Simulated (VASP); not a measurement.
# Pt (Im-3m) in VASP: further runs

Pt is run at these levels: r2SCAN; tasks: single point.

Everything below comes from runs of VASP 6.6.1. Logs are shortened: lines on timing, memory, paths and dates and some standing lists are left out, and cuts for length are marked.

### 1 The cell of the first run

The structure is cubic, space group Im-3m (No. 229). Conventional cell: a = 3.119 Å, b = 3.119 Å, c = 3.119 Å, α = 90.00°, β = 90.00°, γ = 90.00°. Pt (site symmetry m-3m) has 14 Pt at 2.70 to 3.12 Å within 3.6 Å.

### 2 Single point, r2SCAN

The input, POSCAR:

```
Pt
1.0
   -1.5592705959      1.5592705959      1.5592705959
    1.5592705959     -1.5592705959      1.5592705959
    1.5592705959      1.5592705959     -1.5592705959
Pt
1
Direct
    0.0000000000      0.0000000000      0.0000000000
```

The input, INCAR.step1:

```
SYSTEM = Pt
PREC = Accurate ; ENCUT = 550
ISMEAR = 0 ; SIGMA = 0.05
LREAL = .False. ; LASPH = .True.
NELM = 120 ; NBANDS = 11
GGA = PE ; ALGO = Normal
EDIFF = 1E-5 ; LWAVE = .True.
LCHARG = .False. ; GGA_COMPAT = .False.
```

The input, INCAR.step2:

```
SYSTEM = Pt
PREC = Accurate ; ENCUT = 550
EDIFF = 1E-6 ; ISMEAR = 0
SIGMA = 0.05 ; LREAL = .False.
LASPH = .True. ; NELM = 120
ALGO = Normal ; ISIF = 2
LWAVE = .False. ; LCHARG = .False.
METAGGA = R2SCAN ; LMIXTAU = .True.
NBANDS = 11 ; ISTART = 1
GGA_COMPAT = .False.
```

The input, KPOINTS:

```
regular mesh
0
Gamma
  18 18 18
  0 0 0
```

Potentials or basis: VASP PAW PBE potentials, release 64 (Pt).

Launch:

```
> cat potpaw_PBE.64/Pt/POTCAR > POTCAR
> cp INCAR.step1 INCAR
> mpirun -np 1 vasp_std > vasp.out
> cp INCAR.step2 INCAR
> mpirun -np 1 vasp_std > vasp.out
```

OUTCAR:

```text
SYSTEM = Pt
   PREC = Accurate
   ENCUT = 550
   EDIFF = 1E-6
   ISMEAR = 0
   LREAL = .False.
   LASPH = .True.
   NELM = 120
   ISIF = 2
   METAGGA = R2SCAN
   ISTART = 1

 ion  position               nearest neighbor table
   1  0.000  0.000  0.000-

  LATTYP: Found a body centered cubic cell.
 ALAT       =     3.1185411918

  Lattice vectors:

 A1 = (  -1.5592705959,   1.5592705959,   1.5592705959)
 A2 = (   1.5592705959,  -1.5592705959,   1.5592705959)
 A3 = (   1.5592705959,   1.5592705959,  -1.5592705959)

Analysis of symmetry for initial positions (statically):
=====================================================================
 Subroutine PRICEL returns:
 Original cell was already a primitive cell.

 Routine SETGRP: Setting up the symmetry group for a
 body centered cubic supercell.

 Subroutine GETGRP returns: Found 48 space group operations
 (whereof 48 operations were pure point group operations)
 out of a pool of 48 trial point group operations.

The static configuration has the point symmetry O_h .

Analysis of symmetry for dynamics (positions and initial velocities):
=====================================================================
 Subroutine PRICEL returns:
 Original cell was already a primitive cell.

 Routine SETGRP: Setting up the symmetry group for a
 body centered cubic supercell.

 Subroutine GETGRP returns: Found 48 space group operations
 (whereof 48 operations were pure point group operations)
 out of a pool of 48 trial point group operations.

The dynamic configuration has the point symmetry O_h .

 Subroutine INISYM returns: Found 48 space group operations
 (whereof 48 operations are pure point group operations),
 and found     1 'primitive' translations

----------------------------------------------------------------------------------------

                                     Primitive cell

  volume of cell :      15.1644

  direct lattice vectors                    reciprocal lattice vectors
    -1.559270596  1.559270596  1.559270596     0.000000000  0.320662752  0.320662752
     1.559270596 -1.559270596  1.559270596     0.320662752  0.000000000  0.320662752
     1.559270596  1.559270596 -1.559270596     0.320662752  0.320662752  0.000000000

  length of vectors
     2.700735895  2.700735895  2.700735895     0.453485612  0.453485612  0.453485612

  position of ions in fractional coordinates (direct lattice)
     0.000000000  0.000000000  0.000000000

  ion indices of the primitive-cell ions
   primitive index   ion index
                 1           1

----------------------------------------------------------------------------------------

 KPOINTS: regular mesh

Automatic generation of k-mesh.
 Grid dimensions read from file:
 generate k-points for:   18   18   18

 Generating k-lattice:

  Cartesian coordinates                     Fractional coordinates (reciprocal lattice)
     0.000000000  0.017814597  0.017814597     0.055555556  0.000000000  0.000000000
     0.017814597  0.000000000  0.017814597     0.000000000  0.055555556  0.000000000
     0.017814597  0.017814597  0.000000000     0.000000000  0.000000000  0.055555556

  Length of vectors
     0.025193645  0.025193645  0.025193645

  Shift w.r.t. Gamma in fractional coordinates (k-lattice)
     0.000000000  0.000000000  0.000000000

 Subroutine IBZKPT returns following result:
 ===========================================

 Found    195 irreducible k-points:

 Following reciprocal coordinates:
            Coordinates               Weight
  0.000000  0.000000  0.000000      1.000000
  0.055556  0.000000  0.000000     12.000000
  0.111111  0.000000  0.000000     12.000000
  0.166667  0.000000  0.000000     12.000000
  0.222222  0.000000  0.000000     12.000000
  0.277778  0.000000  0.000000     12.000000
[... 16 lines left out ...]
  0.333333  0.111111 -0.000000     48.000000
  0.388889  0.111111  0.000000     48.000000
 [... further k-points ...]
   k-points           NKPTS =    195   k-points in BZ     NKDIM =    195   number of bands    NBANDS=     11
   number of dos      NEDOS =    301   number of ions     NIONS =      1
   total plane-waves  NPLWV =  13824
   dimension x,y,z NGX =    24 NGY =   24 NGZ =   24
   dimension x,y,z NGXF=    48 NGYF=   48 NGZF=   48
   ions per type =               1
   NGX,Y,Z   is equivalent  to a cutoff of  14.77, 14.77, 14.77 a.u.
   NGXF,Y,Z  is equivalent  to a cutoff of  29.55, 29.55, 29.55 a.u.
 SYSTEM =  Pt
   PREC   = accura    normal or accurate (medium, high low for compatibility)
   ISTART =      1    job   : 0-new  1-cont  2-samecut
   ICHARG =      0    charge: 1-file 2-atom 10-const
   ISPIN  =      1    spin polarized calculation?
   LNONCOLLINEAR =      F non collinear calculations
   LSORBIT =      F    spin-orbit coupling
   LASPH  =      T    aspherical Exc in radial PAW
   ENCUT  =  550.0 eV  40.42 Ry    6.36 a.u.   5.16  5.16  5.16*2*pi/ulx,y,z
   NELM   =    120;   NELMIN=  2; NELMDL=  0     # of ELM steps
   EDIFF  = 0.1E-05   stopping-criterion for ELM
   LREAL  =      F    real-space projection
   EDIFFG = 0.1E-04   stopping-criterion for IOM
   NSW    =      0    number of steps for IOM
   IBRION =     -1    ionic relax: 0-MD 1-quasi-New 2-CG
   NFREE  =      0    steps in history (QN), initial steepest desc. (CG)
   ISIF   =      2    stress and relaxation
   ISYM   =      2    0-nonsym 1-usesym 2-fastsym
   POTIM  = 0.5000    time-step for ionic-motion
   TEBEG  =    0.0;   TEEND  =   0.0 temperature during run
   PSTRESS=    0.0 pullay stress
   NELECT =      10.0000    total number of electrons
   NUPDOWN=      -1.0000    fix difference up-down
   EMIN   =  10.00;   EMAX   =-10.00  energy-range for DOS
   EFERMI =   0.00;   METHOD = LEGACY
   ISMEAR =     0;   SIGMA  =   0.05  broadening in eV -4-tet -1-fermi 0-gaus
   EFERMI_NEDOS =   21; number of points for ismear=-14 and -15
   IALGO  =     38    algorithm
   IMIX   =      4    mixing-type and parameters
     AMIX     =   0.40;   BMIX     =  1.00
     AMIX_MAG =   1.60;   BMIX_MAG =  1.00
  volume/ion in A,a.u.               =      15.16       102.33
  Fermi-wavevector in a.u.,A,eV,Ry     =   1.424951  2.692767 27.626441  2.030486
  Thomas-Fermi vector in A             =   2.545387
   LORBIT       =      0    0 simple, 1 ext, 2 COOP (PROOUT), +10 PAW based schemes
   METAGGA = R2SCAN    functional components
   LHFCALC =     F    Hartree Fock is set to
   AEXX    =    0.0000 exact exchange contribution
   IVDW    =     0    specifies the selected vdW correction
   LEPSILON=     F    determine dielectric tensor
   LRPA    =     F    only Hartree local field effects (RPA)
 non-spin polarized calculation
 Gauss-broadening in eV      SIGMA  =   0.05
  energy-cutoff  :      550.00
  volume of cell :       15.16
 maximum number of plane-waves:       466
 NGX is ok and might be reduce to    24
   NGX = 11   NGY = 11   NGZ = 11

 number of electron      10.0000001 magnetization

 Free energy of the ion-electron system (eV)
  ---------------------------------------------------
  ext. energy  EPLUGINS =         0.00000000
  ---------------------------------------------------
  free energy    TOTEN  =       -51.40728338 eV

  energy without entropy =      -51.40660059  energy(sigma->0) =      -51.40694199

 E-fermi :  10.7392     XC(G=0): -14.5695

 val. band max:       10.7221874362   @ k =  -0.2778   0.2778   0.2222
 cond. band min:      10.7498570167   @ k =  -0.3889   0.5000   0.0556
 fundamental gap:      0.0276695805
 Fermi energy:        10.7391975773

 k-point     1 :       0.0000    0.0000    0.0000
  band No.  band energies     occupation
      1       0.5161      2.00000
      2       6.8564      2.00000
      3       6.8564      2.00000
      4       6.8564      2.00000
      5       9.5154      2.00000
      6       9.5154      2.00000
      7      28.7773      0.00000
      8      28.7773      0.00000
      9      28.7773      0.00000
     10      39.7330      0.00000
     11      39.7330      0.00000

 k-point     2 :       0.0556    0.0000    0.0000
  band No.  band energies     occupation
      1       0.6528      2.00000
      2       6.8017      2.00000
      3       6.8569      2.00000
      4       6.9677      2.00000
      5       9.4437      2.00000
      6       9.5187      2.00000
      7      28.8460      0.00000
      8      28.9026      0.00000
      9      28.9795      0.00000
     10      37.7475      0.00000
     11      38.3520      0.00000

 k-point     3 :       0.1111    0.0000    0.0000
  band No.  band energies     occupation
      1       1.0506      2.00000
      2       6.6472      2.00000
      3       6.8498      2.00000
      4       7.2966      2.00000
      5       9.2727      2.00000
      6       9.5306      2.00000
      7      28.9636      0.00000
      8      29.1117      0.00000
      9      29.5715      0.00000
     10      35.9824      0.00000
     11      36.4158      0.00000

 k-point     4 :       0.1667    0.0000    0.0000
  band No.  band energies     occupation
      1       1.6669      2.00000
      2       6.4191      2.00000
      3       6.8270      2.00000
      4       7.8273      2.00000
      5       9.1077      2.00000
      6       9.5555      2.00000
      7      28.8168      0.00000
      8      28.8460      0.00000
      9      30.5125      0.00000
     10      34.9539      0.00000
     11      34.9921      0.00000

 k-point     5 :       0.2222    0.0000    0.0000
  band No.  band energies     occupation
      1       2.4037      2.00000
      2       6.1523      2.00000
      3       6.8429      2.00000
      4       8.5310      2.00000
      5       9.0444      2.00000
      6       9.5973      2.00000
      7      27.3791      0.00000
      8      28.2199      0.00000
      9      31.7389      0.00000
     10      34.6748      0.00000
     11      35.0827      0.00000
[... 211 lines left out ...]
 k-point    21 :       0.2222    0.1111    0.0000
  band No.  band energies     occupation
      1       3.4255      2.00000
      2       5.9540      2.00000
      3       6.6116      2.00000
      4       8.9288      2.00000
      5       9.7551      2.00000
      6      10.0217      2.00000
      7      25.0743      0.00000
      8      27.1981      0.00000
      9      30.3533      0.00000
     10      32.3361      0.00000
     11      36.5409      0.00000

 k-point    22 :       0.2778    0.1111    0.0000
  band No.  band energies     occupation
      1       3.8135      2.00000
      2       5.7218      2.00000
      3       7.1273      2.00000
      4       9.0864      2.00000
      5       9.8593      2.00000
      6      11.0321      0.00000
      7      22.6537      0.00000
      8      26.2429      0.00000
      9      29.1008      0.00000
     10      33.5933      0.00000
     11      37.4225      0.00000

 k-point    23 :       0.3333    0.1111   -0.0000
  band No.  band energies     occupation
      1       3.8995      2.00000
      2       5.5454      2.00000
      3       7.9170      2.00000
      4       9.2744      2.00000
      5      10.0092      2.00000
      6      12.1025      0.00000
      7      20.3339      0.00000
      8      25.4475      0.00000
      9      27.9682      0.00000
     10      34.8089      0.00000
     11      37.2076      0.00000

 k-point    24 :       0.3889    0.1111    0.0000
  band No.  band energies     occupation
      1       3.8689      2.00000
      2       5.4361      2.00000
      3       8.5741      2.00000
      4       9.3325      2.00000
      5      10.3417      2.00000
      6      13.1095      0.00000
      7      18.3938      0.00000
      8      24.9136      0.00000
      9      27.1652      0.00000
     10      35.6875      0.00000
     11      36.7300      0.00000

 [... further k-points ...]

------------------------ aborting loop because EDIFF is reached ----------------------------------------

  FORCE on cell =-STRESS in cart. coord.  units (eV):
  Direction    XX          YY          ZZ          XY          YZ          ZX
  --------------------------------------------------------------------------------------
  -------------------------------------------------------------------------------------
  Total        0.5766507      0.5766507      0.5766507      0.0000000      0.0000000      0.0000000
  in kB       60.9254737     60.9254737     60.9254737      0.0000000      0.0000000      0.0000000
  external PRESSURE =      60.9254737 kB  Pullay stress =       0.0000000 kB

 VOLUME and BASIS-vectors are now :
 -----------------------------------------------------------------------------
  energy-cutoff  :      550.00
  volume of cell :       15.16
      direct lattice vectors                 reciprocal lattice vectors
    -1.559270596  1.559270596  1.559270596     0.000000000  0.320662752  0.320662752
     1.559270596 -1.559270596  1.559270596     0.320662752  0.000000000  0.320662752
     1.559270596  1.559270596 -1.559270596     0.320662752  0.320662752  0.000000000

 POSITION                                       TOTAL-FORCE (eV/Angst)
 -----------------------------------------------------------------------------------
      0.00000      0.00000      0.00000         0.000000     -0.000000      0.000000
 -----------------------------------------------------------------------------------
    total drift:                                0.000000      0.000000     -0.000000

  FREE ENERGIE OF THE ION-ELECTRON SYSTEM (eV)
  ---------------------------------------------------
  free  energy   TOTEN  =       -51.4072833803 eV

  energy  without entropy=      -51.4066005907  energy(sigma->0) =      -51.40694199
```

It took 74 s on 1 thread of Intel Xeon 6975P-C, shared host; peak memory 0.17 GiB.

What came out:

- Free energy: -51.4073 eV
- Pressure: 6.1 GPa
- Band gap on the k mesh: zero (band 5 reaches 11.87 eV, above the bottom of band 6 at 9.38 eV)

Caveat: the PAW data sets were made with another functional, which shifts forces and pressure a little; spin-orbit coupling is left out, which moves the levels of the heavy elements.

### 3 Single point, r2SCAN

This run uses another cell than the first one, of 15.47 Å³/atom, 1.020 times its volume.

The input, POSCAR:

```
Pt
1.0
   -1.5695518267      1.5695518267      1.5695518267
    1.5695518267     -1.5695518267      1.5695518267
    1.5695518267      1.5695518267     -1.5695518267
Pt
1
Direct
    0.0000000000      0.0000000000      0.0000000000
```

INCAR.step1 is that of step 2.

INCAR.step2 is that of step 2.

KPOINTS is that of step 2.

Potentials or basis: VASP PAW PBE potentials, release 64 (Pt).

Launch:

```
> cat potpaw_PBE.64/Pt/POTCAR > POTCAR
> cp INCAR.step1 INCAR
> mpirun -np 1 vasp_std > vasp.out
> cp INCAR.step2 INCAR
> mpirun -np 1 vasp_std > vasp.out
```

Run time: 67 s. Hardware: 1 thread of Intel Xeon 6975P-C, shared host; peak memory 0.17 GiB.

It converged, with:

| Quantity | Value |
| --- | --- |
| Free energy | -51.4135 eV |
| Pressure | 0.6 GPa |
| Band gap on the k mesh | zero (band 5 reaches 11.46 eV, above the bottom of band 6 at 9.06 eV) |

Levels at points of the mesh, in eV from the Fermi level:
| k point | band 1 | band 2 | band 3 | band 4 | band 5 | band 6 | band 7 | band 8 | band 9 | band 10 |
| --- | --- | --- | --- | --- | --- | --- | --- | --- | --- | --- |
| (0.00, 0.00, 0.00) | -10.00 | -3.77 | -3.77 | -3.77 | -1.19 | -1.19 | 18.05 | 18.05 | 18.05 | 28.74 |
| (0.50, 0.00, 0.00) | -7.02 | -5.29 | -1.36 | -0.86 | 0.34 | 1.10 | 6.77 | 14.04 | 16.78 | 25.36 |
| (0.50, 0.50, 0.50) | -6.57 | -6.57 | 0.54 | 0.54 | 0.54 | 8.13 | 8.13 | 8.13 | 13.74 | 20.14 |

Caveat: the PAW data sets were made with another functional, which shifts forces and pressure a little; spin-orbit coupling is left out, which moves the levels of the heavy elements.

### 4 Single point, r2SCAN

This run uses another cell than the first one, of 15.94 Å³/atom, 1.051 times its volume.

The input, POSCAR:

```
Pt
1.0
   -1.5855398432      1.5855398432      1.5855398432
    1.5855398432     -1.5855398432      1.5855398432
    1.5855398432      1.5855398432     -1.5855398432
Pt
1
Direct
    0.0000000000      0.0000000000      0.0000000000
```

The input, INCAR.step1:

```
PREC = Accurate
ENCUT = 550
ISMEAR = 0
SIGMA = 0.05
LREAL = F
LASPH = T
NELM = 120
NBANDS = 11
GGA = PE
ALGO = Normal
EDIFF = 1E-5
LWAVE = T
LCHARG = F
GGA_COMPAT = F
```

The input, INCAR.step2:

```
PREC = Accurate
ENCUT = 550
EDIFF = 1E-6
ISMEAR = 0
SIGMA = 0.05
LREAL = F
LASPH = T
NELM = 120
ALGO = Normal
ISIF = 2
LWAVE = F
LCHARG = F
METAGGA = R2SCAN
LMIXTAU = T
NBANDS = 11
ISTART = 1
GGA_COMPAT = F
```

The input, KPOINTS:

```
Automatic mesh
0
Gamma
  18 18 18
```

Launch:

```
> cat potpaw_PBE.64/Pt/POTCAR > POTCAR
> cp INCAR.step1 INCAR
> mpirun -np 1 vasp_std > vasp.out
> cp INCAR.step2 INCAR
> mpirun -np 1 vasp_std > vasp.out
```

It took 72 s on 1 thread of Intel Xeon 6975P-C, shared host; peak memory 0.17 GiB.

It converged, with:

```
Free energy            : -51.4040 eV
Pressure               : -6.8 GPa
Band gap on the k mesh : zero (band 5 reaches 10.85 eV, above the bottom of band 6 at 8.58 eV)
```

Levels at points of the mesh, in eV from the Fermi level:
```csv
k point,band 1,band 2,band 3,band 4,band 5,band 6,band 7,band 8,band 9,band 10
"(0.00, 0.00, 0.00)",-9.68,-3.60,-3.60,-3.60,-1.14,-1.14,18.05,18.05,18.05,28.35
"(0.50, 0.00, 0.00)",-6.73,-5.05,-1.31,-0.83,0.44,1.03,6.49,14.03,16.49,25.18
"(0.50, 0.50, 0.50)",-6.26,-6.26,0.50,0.50,0.50,8.04,8.04,8.04,13.27,19.69
```

Caveat: the PAW data sets were made with another functional, which shifts forces and pressure a little; spin-orbit coupling is left out, which moves the levels of the heavy elements.

### 5 The runs side by side

| cell | gap on the mesh (eV) | pressure (GPa) |
| --- | --- | --- |
| a = 2.701 Å, angles 109.5°, 1 atom | none | 6.1 |
| a = 2.719 Å, angles 109.5°, 1 atom | none | 0.6 |
| a = 2.746 Å, angles 109.5°, 1 atom | none | -6.8 |

Alike in all rows: task single point; level r2SCAN; potentials or basis VASP PAW PBE potentials, release 64 (Pt); no spin polarisation; k mesh 18 × 18 × 18; cutoff (eV) 550; smearing gaussian 0.05 eV.

Caveats: the PAW data sets were made with another functional, which shifts forces and pressure a little; spin-orbit coupling is left out, which moves the levels of the heavy elements.

Total energies depend on the potentials used, so only differences within one code and one set of settings carry meaning.
